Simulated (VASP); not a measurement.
# Ba2ZrS4 (I4/mmm) in VASP: a series of runs, part 2 of 2

VASP 6.6.1. Earlier steps stand in the parts before.

### 3 Single point, r2SCAN (25.52 Å³/atom)

This run uses another cell than the first one, of 25.52 Å³/atom.

The input, POSCAR:

```
Ba2ZrS4
1.0
   -2.4150781142      2.4150781142      7.6581355771
    2.4150781142     -2.4150781142      7.6581355771
    2.4150781142      2.4150781142     -7.6581355771
Ba Zr S
2 1 4
Direct
    0.6417385125      0.6417385125      0.0000000000
    0.3582614875      0.3582614875      0.0000000000
    0.0000000000      0.0000000000      0.0000000000
    0.5000000000      0.0000000000      0.5000000000
    0.0000000000      0.5000000000      0.5000000000
    0.8340635312      0.8340635312      0.0000000000
    0.1659364688      0.1659364688      0.0000000000
```

The input, INCAR.step1:

```
SYSTEM = Ba2ZrS4
PREC     = Accurate       ! precision mode
ENCUT    = 550            ! plane-wave cutoff, eV
ISMEAR   = 0              ! smearing method
SIGMA    = 0.02           ! smearing width, eV
LREAL    = .FALSE.        ! projectors in reciprocal space
LASPH    = .TRUE.         ! aspherical terms in the spheres
NELM     = 120            ! most SCF steps
NBANDS   = 37             ! bands
GGA      = PE             ! functional
ALGO     = Normal         ! electronic algorithm
EDIFF    = 1E-5           ! SCF threshold, eV
LWAVE    = .TRUE.         ! write WAVECAR
LCHARG   = .FALSE.        ! write CHGCAR
GGA_COMPAT= .FALSE.
```

The input, INCAR.step2:

```
SYSTEM = Ba2ZrS4
PREC     = Accurate       ! precision mode
ENCUT    = 550            ! plane-wave cutoff, eV
EDIFF    = 1E-6           ! SCF threshold, eV
ISMEAR   = 0              ! smearing method
SIGMA    = 0.02           ! smearing width, eV
LREAL    = .FALSE.        ! projectors in reciprocal space
LASPH    = .TRUE.         ! aspherical terms in the spheres
NELM     = 120            ! most SCF steps
ALGO     = Normal         ! electronic algorithm
ISIF     = 2              ! what is computed and relaxed
LWAVE    = .FALSE.        ! write WAVECAR
LCHARG   = .FALSE.        ! write CHGCAR
METAGGA  = R2SCAN         ! meta-GGA
LMIXTAU  = .TRUE.       
NBANDS   = 37             ! bands
ISTART   = 1            
GGA_COMPAT= .FALSE.
```

The input, KPOINTS:

```
regular mesh
0
G
  8 8 8
  0 0 0
```

Potentials or basis: VASP PAW PBE potentials, release 64 (Ba_sv, Zr_sv, S).

Launch:

```console
$ cat potpaw_PBE.64/Ba_sv/POTCAR potpaw_PBE.64/Zr_sv/POTCAR potpaw_PBE.64/S/POTCAR > POTCAR
$ cp INCAR.step1 INCAR
$ mpirun -np 1 vasp_std > vasp.out
$ cp INCAR.step2 INCAR
$ mpirun -np 1 vasp_std > vasp.out
```

OUTCAR:

```text
SYSTEM = Ba2ZrS4
   PREC = Accurate
   ENCUT = 550
   EDIFF = 1E-6
   ISMEAR = 0
   LREAL = .FALSE.
   LASPH = .TRUE.
   NELM = 120
   ISIF = 2
   METAGGA = R2SCAN
   ISTART = 1

 ion  position               nearest neighbor table
   1  0.642  0.642  0.000-   6 2.95   4 3.25   5 3.25   5 3.25   4 3.25   7 3.44   7 3.44   7 3.44
                             7 3.44   3 4.05   3 4.05   3 4.05   3 4.05   2 4.34
   2  0.358  0.358  0.000-   7 2.95   4 3.25   5 3.25   4 3.25   5 3.25   6 3.44   6 3.44   6 3.44
                             6 3.44   3 4.05   3 4.05   3 4.05   3 4.05   1 4.34
   3  0.000  0.000  0.000-   4 2.42   5 2.42   5 2.42   4 2.42   6 2.54   7 2.54   1 4.05   2 4.05
                             1 4.05   2 4.05   1 4.05   2 4.05   1 4.05   2 4.05
   4  0.500  0.000  0.500-   3 2.42   3 2.42   2 3.25   1 3.25   2 3.25   1 3.25
   5  0.000  0.500  0.500-   3 2.42   3 2.42   1 3.25   2 3.25   2 3.25   1 3.25
   6  0.834  0.834  0.000-   3 2.54   1 2.95   2 3.44   2 3.44   2 3.44   2 3.44
   7  0.166  0.166  0.000-   3 2.54   2 2.95   1 3.44   1 3.44   1 3.44   1 3.44

  LATTYP: Found a body centered tetragonal cell.
 ALAT       =     4.8301562284
 C/A-ratio  =     3.1709680660

  Lattice vectors:

 A1 = (  -2.4150781142,   2.4150781142,   7.6581355771)
 A2 = (   2.4150781142,  -2.4150781142,   7.6581355771)
 A3 = (   2.4150781142,   2.4150781142,  -7.6581355771)

Analysis of symmetry for initial positions (statically):
=====================================================================
 Subroutine PRICEL returns:
 Original cell was already a primitive cell.

 Routine SETGRP: Setting up the symmetry group for a
 body centered tetragonal supercell.

 Subroutine GETGRP returns: Found 16 space group operations
 (whereof 16 operations were pure point group operations)
 out of a pool of 16 trial point group operations.

The static configuration has the point symmetry D_4h.

Analysis of symmetry for dynamics (positions and initial velocities):
=====================================================================
 Subroutine PRICEL returns:
 Original cell was already a primitive cell.

[... 139 lines left out ...]
  Fermi-wavevector in a.u.,A,eV,Ry     =   1.112045  2.101460 16.825565  1.236644
  Thomas-Fermi vector in A             =   2.248615
   LORBIT       =      0    0 simple, 1 ext, 2 COOP (PROOUT), +10 PAW based schemes
   METAGGA = R2SCAN    functional components
   LHFCALC =     F    Hartree Fock is set to
   AEXX    =    0.0000 exact exchange contribution
   IVDW    =     0    specifies the selected vdW correction
   LEPSILON=     F    determine dielectric tensor
   LRPA    =     F    only Hartree local field effects (RPA)
 non-spin polarized calculation
 Gauss-broadening in eV      SIGMA  =   0.02
  energy-cutoff  :      550.00
  volume of cell :      178.67
 maximum number of plane-waves:      5258
   NGX = 33   NGY = 33   NGZ = 33

 number of electron      56.0000000 magnetization

 Free energy of the ion-electron system (eV)
  ---------------------------------------------------
  ext. energy  EPLUGINS =         0.00000000
  ---------------------------------------------------
  free energy    TOTEN  =      -122.69202228 eV

  energy without entropy =     -122.69202228  energy(sigma->0) =     -122.69202228

 E-fermi :   3.5231     XC(G=0):  -9.9344

 val. band max:        3.4173720955   @ k =   0.5000   0.5000   0.0000
 cond. band min:       4.1866157009   @ k =   0.0000   0.0000   0.0000
 fundamental gap:      0.7692436053
 Fermi energy:         3.5230934665

 k-point     1 :       0.0000    0.0000    0.0000
  band No.  band energies     occupation
      1     -46.7003      2.00000
      2     -24.2070      2.00000
      3     -24.2070      2.00000
      4     -24.0030      2.00000
      5     -23.7879      2.00000
      6     -23.7489      2.00000
[... 949 lines left out ...]
     36       9.5683      0.00000
     37       9.8484      0.00000

 [... further k-points ...]
[... 5 lines left out ...]
  --------------------------------------------------------------------------------------
  -------------------------------------------------------------------------------------
  Total        8.2289665      8.2289665      8.7335960      0.0000000      0.0000000      0.0000000
  in kB       73.7922018     73.7922018     78.3174024      0.0000000      0.0000000      0.0000000
  external PRESSURE =      75.3006020 kB  Pullay stress =       0.0000000 kB

 VOLUME and BASIS-vectors are now :
 -----------------------------------------------------------------------------
  energy-cutoff  :      550.00
  volume of cell :      178.67
      direct lattice vectors                 reciprocal lattice vectors
    -2.415078114  2.415078114  7.658135577     0.000000000  0.207032641  0.065290043
     2.415078114 -2.415078114  7.658135577     0.207032641  0.000000000  0.065290043
     2.415078114  2.415078114 -7.658135577     0.207032641  0.207032641  0.000000000

 POSITION                                       TOTAL-FORCE (eV/Angst)
 -----------------------------------------------------------------------------------
      0.00000      0.00000      9.82904        -0.000000     -0.000000     -0.009657
      0.00000      0.00000      5.48723        -0.000000     -0.000000      0.009657
      0.00000      0.00000      0.00000        -0.000000     -0.000000     -0.000000
      0.00000      2.41508      0.00000        -0.000000     -0.000000     -0.000000
      2.41508      0.00000      0.00000        -0.000000     -0.000000     -0.000000
      0.00000      0.00000     12.77474        -0.000000     -0.000000      0.075101
      0.00000      0.00000      2.54153         0.000000      0.000000     -0.075101
 -----------------------------------------------------------------------------------
    total drift:                               -0.000000      0.000000      0.000000

  FREE ENERGIE OF THE ION-ELECTRON SYSTEM (eV)
  ---------------------------------------------------
  free  energy   TOTEN  =      -122.6920222782 eV

  energy  without entropy=     -122.6920222782  energy(sigma->0) =     -122.69202228
```

OSZICAR.step1:

```text
N       E                     dE             d eps       ncg     rms          rms(c)
DAV:   1     0.425743343822E+03    0.42574E+03   -0.26911E+04  4366   0.143E+03
DAV:   2    -0.978161547547E+01   -0.43552E+03   -0.42357E+03  5781   0.294E+02
DAV:   3    -0.433889382143E+02   -0.33607E+02   -0.33435E+02  6185   0.807E+01
DAV:   4    -0.445465872817E+02   -0.11576E+01   -0.11563E+01  6676   0.139E+01
DAV:   5    -0.445724817199E+02   -0.25894E-01   -0.25891E-01  6016   0.186E+00    0.216E+01
DAV:   6    -0.417596030109E+02    0.28129E+01   -0.81383E+00  5148   0.116E+01    0.109E+01
DAV:   7    -0.417707022126E+02   -0.11099E-01   -0.13966E+00  6556   0.433E+00    0.498E+00
DAV:   8    -0.417842285279E+02   -0.13526E-01   -0.12894E-01  5590   0.191E+00    0.135E+00
DAV:   9    -0.417882731706E+02   -0.40446E-02   -0.21880E-02  5620   0.848E-01    0.392E-01
DAV:  10    -0.417891746054E+02   -0.90143E-03   -0.31844E-03  5649   0.297E-01    0.138E-01
DAV:  11    -0.417896958551E+02   -0.52125E-03   -0.56871E-04  5548   0.136E-01    0.550E-02
DAV:  12    -0.417897961647E+02   -0.10031E-03   -0.14158E-04  5699   0.534E-02    0.229E-02
DAV:  13    -0.417898613253E+02   -0.65161E-04   -0.11464E-04  5003   0.534E-02    0.145E-02
DAV:  14    -0.417898605297E+02    0.79563E-06   -0.10390E-05  4247   0.178E-02
   1 F= -.41789861E+02 E0= -.41789861E+02  d E =-.394150E-49
```

It took 64 min on 1 thread of Intel Xeon Platinum 8259CL at 2.50GHz (Skylake/Cascade Lake), shared host; peak memory 0.89 GiB.

Results:

- Free energy: -122.6920 eV
- Pressure: 7.5 GPa
- Largest force: 0.075 eV/Å
- Band gap on the k mesh: 0.77 eV (least direct gap 0.83 eV)

Forces in eV/Å, atoms in the order of the input:
```
Ba   0.000  0.000 -0.010
Ba   0.000  0.000  0.010
Zr   0.000  0.000  0.000
S    0.000  0.000  0.000
S    0.000  0.000  0.000
S    0.000  0.000  0.075
S    0.000  0.000 -0.075
```

Caveat: the cell stands under pressure; semilocal functionals underestimate gaps, and a narrow one can read as zero; the PAW data sets were made with another functional, which shifts forces and pressure a little; spin-orbit coupling is left out, which moves the levels of the heavy elements.

### 4 Single point, r2SCAN (30.85 Å³/atom)

This run uses another cell than the first one, of 30.85 Å³/atom.

The input, POSCAR:

```
Ba2ZrS4
1.0
   -2.5675489835      2.5675489835      8.1902891165
    2.5675489835     -2.5675489835      8.1902891165
    2.5675489835      2.5675489835     -8.1902891165
Ba Zr S
2 1 4
Direct
    0.6402519790      0.6402519790      0.0000000000
    0.3597480210      0.3597480210      0.0000000000
    0.0000000000      0.0000000000      0.0000000000
    0.5000000000      0.0000000000      0.5000000000
    0.0000000000      0.5000000000      0.5000000000
    0.8406253290      0.8406253290      0.0000000000
    0.1593746710      0.1593746710      0.0000000000
```

The input, INCAR.step1:

```
  ALGO = Normal
  EDIFF = 1E-5
  ENCUT = 550
  GGA = PE
  GGA_COMPAT = False
  ISMEAR = 0
  LASPH = True
  LCHARG = False
  LREAL = False
  LWAVE = True
  NBANDS = 37
  NELM = 120
  PREC = Accurate
  SIGMA = 0.02
```

The input, INCAR.step2:

```
  ALGO = Normal
  EDIFF = 1E-6
  ENCUT = 550
  GGA_COMPAT = False
  ISIF = 2
  ISMEAR = 0
  ISTART = 1
  LASPH = True
  LCHARG = False
  LMIXTAU = True
  LREAL = False
  LWAVE = False
  METAGGA = R2SCAN
  NBANDS = 37
  NELM = 120
  PREC = Accurate
  SIGMA = 0.02
```

The input, KPOINTS:

```
k-points
0
Gamma
  8 8 8
```

Launch:

```console
$ cat potpaw_PBE.64/Ba_sv/POTCAR potpaw_PBE.64/Zr_sv/POTCAR potpaw_PBE.64/S/POTCAR > POTCAR
$ cp INCAR.step1 INCAR
$ mpirun -np 1 vasp_std > vasp.out
$ cp INCAR.step2 INCAR
$ mpirun -np 1 vasp_std > vasp.out
```

Run time: 47 min. Hardware: 1 thread of Intel Xeon 6975P-C (Granite Rapids), shared host; peak memory 1.1 GiB.

Results (log left out):

```
Free energy            : -122.8382 eV
Pressure               : -4.3 GPa
Largest force          : 0.025 eV/Å
Band gap on the k mesh : 1.01 eV (least direct gap 1.23 eV)
```

Forces in eV/Å, atoms in the order of the input:
```
Ba   0.000  0.000  0.024
Ba   0.000  0.000 -0.024
Zr   0.000  0.000  0.000
S    0.000  0.000  0.000
S    0.000  0.000  0.000
S    0.000  0.000  0.025
S    0.000  0.000 -0.025
```

Stress tensor (GPa, compression positive):
```
-4.33  0.00  0.00
 0.00 -4.33  0.00
 0.00  0.00 -4.24
```

Levels at points of the mesh, in eV from the valence-band top:
```
           k point  band 25  band 26  band 27  band 28  band 29  band 30  band 31  band 32
(0.00, 0.00, 0.00)    -0.97    -0.25    -0.22    -0.22     1.01     1.98     1.98     2.87
(0.50, 0.00, 0.00)    -1.26    -0.60    -0.59    -0.22     2.37     3.13     3.22     3.53
(0.50, 0.50, 0.00)    -0.70    -0.64    -0.25     0.00     3.44     3.61     3.65     3.94
(0.50, 0.50, 0.50)    -1.10    -0.90    -0.37    -0.37     1.02     2.44     2.44     2.76
```

Caveat: the cell stands under tension; the PAW data sets were made with another functional, which shifts forces and pressure a little; spin-orbit coupling is left out, which moves the levels of the heavy elements. A k mesh can miss the band edges.

### 5 Single point, r2SCAN (29.73 Å³/atom)

This run uses another cell than the first one, of 29.73 Å³/atom.

The input, POSCAR:

```
Ba2ZrS4
1.0
   -2.5378547939      2.5378547939      8.0782325021
    2.5378547939     -2.5378547939      8.0782325021
    2.5378547939      2.5378547939     -8.0782325021
Ba Zr S
2 1 4
Direct
    0.6412575448      0.6412575448      0.0000000000
    0.3587424552      0.3587424552      0.0000000000
    0.0000000000      0.0000000000      0.0000000000
    0.5000000000      0.0000000000      0.5000000000
    0.0000000000      0.5000000000      0.5000000000
    0.8389267308      0.8389267308      0.0000000000
    0.1610732692      0.1610732692      0.0000000000
```

The input, INCAR.step1:

```
SYSTEM = Ba2ZrS4
PREC = Accurate ; ENCUT = 550
ISMEAR = 0 ; SIGMA = 0.02
LREAL = .False. ; LASPH = .True.
NELM = 120 ; NBANDS = 37
GGA = PE ; ALGO = Normal
EDIFF = 1E-5 ; LWAVE = .True.
LCHARG = .False. ; GGA_COMPAT = .False.
```

The input, INCAR.step2:

```
SYSTEM = Ba2ZrS4
PREC = Accurate ; ENCUT = 550
EDIFF = 1E-6 ; ISMEAR = 0
SIGMA = 0.02 ; LREAL = .False.
LASPH = .True. ; NELM = 120
ALGO = Normal ; ISIF = 2
LWAVE = .False. ; LCHARG = .False.
METAGGA = R2SCAN ; LMIXTAU = .True.
NBANDS = 37 ; ISTART = 1
GGA_COMPAT = .False.
```

The input, KPOINTS:

```
Automatic mesh
0
Gamma
  8 8 8
  0 0 0
```

Potentials or basis: VASP PAW PBE potentials, release 64 (Ba_sv, Zr_sv, S).

Launch:

```console
$ cat potpaw_PBE.64/Ba_sv/POTCAR potpaw_PBE.64/Zr_sv/POTCAR potpaw_PBE.64/S/POTCAR > POTCAR
$ cp INCAR.step1 INCAR
$ mpirun -np 1 vasp_std > vasp.out
$ cp INCAR.step2 INCAR
$ mpirun -np 1 vasp_std > vasp.out
```

OUTCAR:

```text
SYSTEM = Ba2ZrS4
   PREC = Accurate
   ENCUT = 550
   EDIFF = 1E-6
   ISMEAR = 0
   LREAL = .False.
   LASPH = .True.
   NELM = 120
   ISIF = 2
   METAGGA = R2SCAN
   ISTART = 1

 ion  position               nearest neighbor table
   1  0.641  0.641  0.000-   6 3.19   5 3.41   4 3.41   4 3.41   5 3.41   7 3.60   7 3.60   7 3.60
                             7 3.60   3 4.25   3 4.25   3 4.25   3 4.25   2 4.56
   2  0.359  0.359  0.000-   7 3.19   4 3.41   5 3.41   4 3.41   5 3.41   6 3.60   6 3.60   6 3.60
                             6 3.60   3 4.25   3 4.25   3 4.25   3 4.25   1 4.56
   3  0.000  0.000  0.000-   4 2.54   5 2.54   5 2.54   4 2.54   6 2.60   7 2.60   1 4.25   2 4.25
[... 1177 lines left out ...]
  in kB      -28.0126115    -28.0126115    -26.9383355      0.0000000     -0.0000000      0.0000000
  external PRESSURE =     -27.6545195 kB  Pullay stress =       0.0000000 kB

 VOLUME and BASIS-vectors are now :
 -----------------------------------------------------------------------------
  energy-cutoff  :      550.00
  volume of cell :      208.12
      direct lattice vectors                 reciprocal lattice vectors
    -2.537854794  2.537854794  8.078232502     0.000000000  0.197016788  0.061894728
     2.537854794 -2.537854794  8.078232502     0.197016788  0.000000000  0.061894728
     2.537854794  2.537854794 -8.078232502     0.197016788  0.197016788  0.000000000

 POSITION                                       TOTAL-FORCE (eV/Angst)
 -----------------------------------------------------------------------------------
      0.00000      0.00000     10.36046        -0.000000     -0.000000      0.010367
      0.00000      0.00000      5.79601         0.000000      0.000000     -0.010367
      0.00000      0.00000      0.00000        -0.000000     -0.000000      0.000000
      0.00000      2.53785      0.00000        -0.000000     -0.000000      0.000000
      2.53785      0.00000      0.00000        -0.000000     -0.000000      0.000000
      0.00000      0.00000     13.55409         0.000000      0.000000      0.033456
      0.00000      0.00000      2.60237         0.000000      0.000000     -0.033456
 -----------------------------------------------------------------------------------
    total drift:                                0.000000     -0.000000     -0.000000

  FREE ENERGIE OF THE ION-ELECTRON SYSTEM (eV)
  ---------------------------------------------------
  free  energy   TOTEN  =      -123.0111018908 eV

  energy  without entropy=     -123.0111018908  energy(sigma->0) =     -123.01110189
```

OUTCAR.step1:

```text
SYSTEM = Ba2ZrS4
   PREC = Accurate
   ENCUT = 550
   ISMEAR = 0
   LREAL = .False.
   LASPH = .True.
   NELM = 120
[... 1204 lines left out ...]
      2.53785      0.00000      0.00000        -0.000000     -0.000000      0.000000
      0.00000      0.00000     13.55409        -0.000000     -0.000000     -0.014429
      0.00000      0.00000      2.60237         0.000000      0.000000      0.014429
 -----------------------------------------------------------------------------------
    total drift:                                0.000000     -0.000000     -0.000000

  FREE ENERGIE OF THE ION-ELECTRON SYSTEM (eV)
  ---------------------------------------------------
  free  energy   TOTEN  =       -42.1369132164 eV

  energy  without entropy=      -42.1369132164  energy(sigma->0) =      -42.13691322
```

OSZICAR.step1:

```text
N       E                     dE             d eps       ncg     rms          rms(c)
DAV:   1     0.422395628739E+03    0.42240E+03   -0.26112E+04  4366   0.140E+03
DAV:   2    -0.100912611030E+02   -0.43249E+03   -0.42223E+03  5971   0.285E+02
DAV:   3    -0.443230554524E+02   -0.34232E+02   -0.34095E+02  6119   0.800E+01
DAV:   4    -0.455030901684E+02   -0.11800E+01   -0.11787E+01  6796   0.139E+01
DAV:   5    -0.455335334422E+02   -0.30443E-01   -0.30440E-01  6056   0.187E+00    0.164E+01
DAV:   6    -0.420902203495E+02    0.34433E+01   -0.10286E+01  5181   0.121E+01    0.821E+00
DAV:   7    -0.421120610481E+02   -0.21841E-01   -0.15149E+00  6647   0.430E+00    0.475E+00
DAV:   8    -0.421244697453E+02   -0.12409E-01   -0.11664E-01  5934   0.170E+00    0.156E+00
DAV:   9    -0.421336791714E+02   -0.92094E-02   -0.28473E-02  5804   0.949E-01    0.349E-01
DAV:  10    -0.421351604944E+02   -0.14813E-02   -0.29707E-03  5773   0.278E-01    0.172E-01
DAV:  11    -0.421366627498E+02   -0.15023E-02   -0.16421E-03  5117   0.215E-01    0.818E-02
DAV:  12    -0.421368069232E+02   -0.14417E-03   -0.21447E-04  6399   0.611E-02    0.309E-02
DAV:  13    -0.421369011759E+02   -0.94253E-04   -0.10822E-04  5115   0.463E-02    0.132E-02
DAV:  14    -0.421369121900E+02   -0.11014E-04   -0.26311E-05  4479   0.246E-02    0.354E-03
DAV:  15    -0.421369132164E+02   -0.10264E-05   -0.26013E-06  3314   0.762E-03
   1 F= -.42136913E+02 E0= -.42136913E+02  d E =-.329304E-55
```

It took 45 min on 1 thread of Intel Xeon 6975P-C (Granite Rapids), shared host; peak memory 1.1 GiB.

Results:

| Item | Value |
| --- | --- |
| Free energy | -123.0111 eV |
| Pressure | -2.8 GPa |
| Largest force | 0.033 eV/Å |
| Band gap on the k mesh | 0.98 eV (least direct gap 1.20 eV) |

Forces on the atoms (eV/Å):
```
Ba   0.000  0.000  0.010
Ba   0.000  0.000 -0.010
Zr   0.000  0.000  0.000
S    0.000  0.000  0.000
S    0.000  0.000  0.000
S    0.000  0.000  0.033
S    0.000  0.000 -0.033
```

Stress tensor (GPa, compression positive):
```
-2.80  0.00  0.00
 0.00 -2.80  0.00
 0.00  0.00 -2.69
```

Caveat: the PAW data sets were made with another functional, which shifts forces and pressure a little; spin-orbit coupling is left out, which moves the levels of the heavy elements. A k mesh can miss the band edges.

### 6 The runs side by side

```tsv
cell	gap on the mesh (eV)	pressure (GPa)	largest force (eV/Å)
a = 8.478 Å, angles 146.5, 146.5, 48.1°, 7 atoms, atomic positions A	0.83	4.7	0.06
a = 8.385 Å, angles 146.5, 146.5, 48.1°, 7 atoms, atomic positions B	0.77	7.5	0.08
a = 8.959 Å, angles 146.7, 146.7, 47.8°, 7 atoms, atomic positions C	1.01	-4.3	0.03
a = 8.840 Å, angles 146.6, 146.6, 47.9°, 7 atoms, atomic positions D	0.98	-2.8	0.03
```

Alike in all rows: task single point; level r2SCAN; potentials or basis VASP PAW PBE potentials, release 64 (Ba_sv, Zr_sv, S); no spin polarisation; k mesh 8 × 8 × 8; cutoff (eV) 550; smearing gaussian 0.02 eV.

Caveats: the PAW data sets were made with another functional, which shifts forces and pressure a little; spin-orbit coupling is left out, which moves the levels of the heavy elements; the cell stands under pressure (at least some runs); semilocal functionals underestimate gaps, and a narrow one can read as zero (at least some runs); the cell stands under tension (at least some runs).

Total energies depend on the potentials used, so only differences within one code and one set of settings carry meaning.
